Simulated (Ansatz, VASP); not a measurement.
Given: the input of a run of VASP 6.6.1 on WC.

File INCAR:

```
PREC = Accurate
ENCUT = 520
EDIFF = 1E-6
ISMEAR = -1
SIGMA = 0.05
LREAL = False
LASPH = True
NELM = 100
ALGO = Normal
ISIF = 2
LWAVE = False
LCHARG = False
GGA = PS
NBANDS = 16
```

File KPOINTS:

```
Automatic mesh
0
Gamma
  10 10 10
```

The input POSCAR:

```
WC
1.0
    0.0000000000      2.2356887219      2.2356887219
    2.2356887219      0.0000000000      2.2356887219
    2.2356887219      2.2356887219      0.0000000000
W C
1 1
Direct
    0.0000000000      0.0000000000      0.0000000000
    0.5000000000      0.5000000000      0.5000000000
```

Potentials or basis: VASP PAW PBE potentials, release 64 (W_sv, C).

Run with:

```console
$ cat potpaw_PBE.64/W_sv/POTCAR potpaw_PBE.64/C/POTCAR > POTCAR
$ mpirun -np 1 vasp_std > vasp.out
```

**Question.** Translate it to Ansatz 0.2.0. Potentials there: all-electron LAPW, scalar-relativistic.

**Answer.** As run (the cutoff follows the program's own potentials):

Contents of input.yaml:

```yaml
crystal:
  lattice:
    - [0.0, 2.2356887219, 2.2356887219]
    - [2.2356887219, 0.0, 2.2356887219]
    - [2.2356887219, 2.2356887219, 0.0]
  atoms:
    - { symbol: W, position: [0.0, 0.0, 0.0] }
    - { symbol: C, position: [0.5, 0.5, 0.5] }
kpoints:
  mp_grid: { grid: [10, 10, 10] }
scf:
  occupations: { method: fermi_dirac, width: 0.05 }
hamiltonian:
  xc: pbesol
  pseudopotentials: { kind: all_electron, lapw: { basis_error: 0.001 } }
output:
  forces: true
  stress: true
  eigenvalues: true
```

Potentials or basis: all-electron LAPW, scalar-relativistic.

Run with:

```sh
$ ansatz run input.yaml --threads 1 --pin off --max-ram 3072MiB --backend cpu --events-out ev --progress --plain --runs-dir out
```

Both were run:

|  | VASP | Ansatz | Ansatz less VASP |
| --- | --- | --- | --- |
| gap on the k mesh at the Fermi level (eV) | none | none | - |
| pressure (GPa) | -27.1 | -27.8 | -0.68 |

VASP's potentials were made for PBE, not for PBEsol. A gap of «none» marks a metal or a gap that the smearing closes. Ansatz ran all-electron here, and VASP with PAW potentials.

Neither program's run includes spin-orbit coupling.
